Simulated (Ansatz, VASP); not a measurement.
# Two plane-wave programs on CdS

The input INCAR:

```
SYSTEM = CdS
PREC     = Accurate       ! precision mode
ENCUT    = 520            ! plane-wave cutoff, eV
EDIFF    = 1E-6           ! SCF threshold, eV
ISMEAR   = 0              ! smearing method
SIGMA    = 0.01           ! smearing width, eV
LREAL    = .FALSE.        ! projectors in reciprocal space
LASPH    = .TRUE.         ! aspherical terms in the spheres
NELM     = 100            ! most SCF steps
ALGO     = Normal         ! electronic algorithm
ISIF     = 2              ! what is computed and relaxed
LWAVE    = .FALSE.        ! write WAVECAR
LCHARG   = .FALSE.        ! write CHGCAR
GGA      = PE             ! functional
NBANDS   = 16             ! bands
```

File KPOINTS:

```
Automatic mesh
0
G
  12 12 12
  0 0 0
```

The input POSCAR:

```
CdS
1.0
    0.0000000000      2.7747033997      2.7747033997
    2.7747033997      0.0000000000      2.7747033997
    2.7747033997      2.7747033997      0.0000000000
Cd S
1 1
Direct
    0.0000000000      0.0000000000      0.0000000000
    0.5000000000      0.5000000000      0.5000000000
```

Input for Ansatz:

```yaml
crystal:
  lattice:
    - [0.0, 2.7747033997, 2.7747033997]
    - [2.7747033997, 0.0, 2.7747033997]
    - [2.7747033997, 2.7747033997, 0.0]
  atoms:
    - { symbol: Cd, position: [0.0, 0.0, 0.0] }
    - { symbol: S, position: [0.5, 0.5, 0.5] }
basis:
  ecutwfc: 420
kpoints:
  mp_grid: { grid: [12, 12, 12] }
hamiltonian:
  xc: pbe
scf:
  occupations: { method: gaussian, width: 0.01 }
output:
  forces: true
  stress: true
  eigenvalues: true
```

Alike in both runs: task single point; functional PBE; k mesh 12 × 12 × 12; occupations gaussian, width 0.01 eV; no spin polarisation.

|  | VASP | Ansatz |
| --- | --- | --- |
| version | VASP 6.6.1 | Ansatz 0.2.0 |
| potentials or method | VASP PAW PBE potentials, release 64 (Cd, S), cutoff 520 eV | scalar-relativistic, plane waves, PAW |
| valence electrons in the cell | 18 | 26 |

|  | VASP | Ansatz | Ansatz less VASP |
| --- | --- | --- | --- |
| gap on the k mesh at the Fermi level (eV) | 0.24 | 0.25 | +0.011 |
| least direct gap on the mesh (eV) | 1.38 | 1.41 | +0.023 |
| pressure (GPa) | -1.7 | -2.0 | -0.32 |

VASP's potentials hold 18 valence electrons a cell and Ansatz's 26, so a difference there can come from the potentials and not from the codes.
